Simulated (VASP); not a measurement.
Crystal: Sn3Ge13.

```
Sn Ge
1.0
     0.00000    5.80948   -5.80948
     5.80948    5.80948    0.00000
     5.80948    0.00000   -5.80948
Sn Ge
3 13
Direct
  0.50000 0.00000 0.50000
  0.50000 0.50000 0.50000
  0.87500 0.37500 0.37500
  0.00000 0.00000 0.50000
  0.00000 0.50000 0.50000
  0.50000 0.00000 0.00000
  0.50000 0.50000 0.00000
  0.00000 0.00000 0.00000
  0.00000 0.50000 0.00000
  0.37500 0.37500 0.37500
  0.37500 0.87500 0.37500
  0.87500 0.87500 0.37500
  0.37500 0.37500 0.87500
  0.37500 0.87500 0.87500
  0.87500 0.37500 0.87500
  0.87500 0.87500 0.87500
```

* Program: VASP 6.6.1
* Task: relaxation of cell and atoms
* Functional: PBEsol
* Potentials or basis: VASP PAW PBE potentials, release 64 (Sn_d, Ge_d)
* Cutoff: 600 eV
* k mesh: 6 × 6 × 6
* Occupations: gaussian, width 0.03 eV
* Spin: no spin polarisation

At the start: pressure 2.1 GPa; volume 24.51 Å³/atom.

**Question.** How do energy, volume and symmetry change on relaxing?

**Answer.** Over 11 steps the energy falls by 42.3 meV/atom and the volume is 25.03 Å³/atom (+2.1 %); space group Cm (No. 8, to 0.1 Å) before and after.

The path:
```tsv
step	energy change (eV)	largest force (eV/Å)	pressure (GPa)	volume (Å³)
1	0.0000	1.8750	2.06	392.14
2	-0.5817	0.4981	-1.27	410.28
3	-0.5818	0.4883	-1.25	410.48
4	-0.6724	0.1300	-0.05	401.10
5	-0.6726	0.1368	-0.03	400.74
6	-0.6764	0.0541	0.09	400.10
7	-0.6764	0.0540	0.03	400.12
8	-0.6773	0.0203	0.04	400.35
9	-0.6774	0.0269	0.01	400.41
10	-0.6774	0.0287	0.00	400.42
11	-0.6775	0.0051	0.01	400.50
```

Final structure:
```
CELL_PARAMETERS angstrom
0.00286 5.84413 -5.85365
5.84699 5.84699 0.00000
5.85043 -0.00344 -5.85994
ATOMIC_POSITIONS crystal
Sn 0.49995 0.99950 0.50106
Sn 0.48683 0.50402 0.50514
Sn 0.88883 0.37067 0.36982
Ge 0.00393 0.98671 0.50460
Ge 0.00393 0.50476 0.50460
Ge 0.49897 0.99995 0.00010
Ge 0.49897 0.50097 0.00010
Ge 0.00112 0.99934 0.00021
Ge 0.00428 0.50440 0.98692
Ge 0.36612 0.38402 0.36513
Ge 0.36612 0.88473 0.36513
Ge 0.88866 0.87064 0.37006
Ge 0.37015 0.37065 0.88855
Ge 0.37018 0.87074 0.88834
Ge 0.87598 0.37489 0.87511
Ge 0.87598 0.87401 0.87511
```

Caveat: the PAW data sets were made with another functional, which shifts forces and pressure a little.
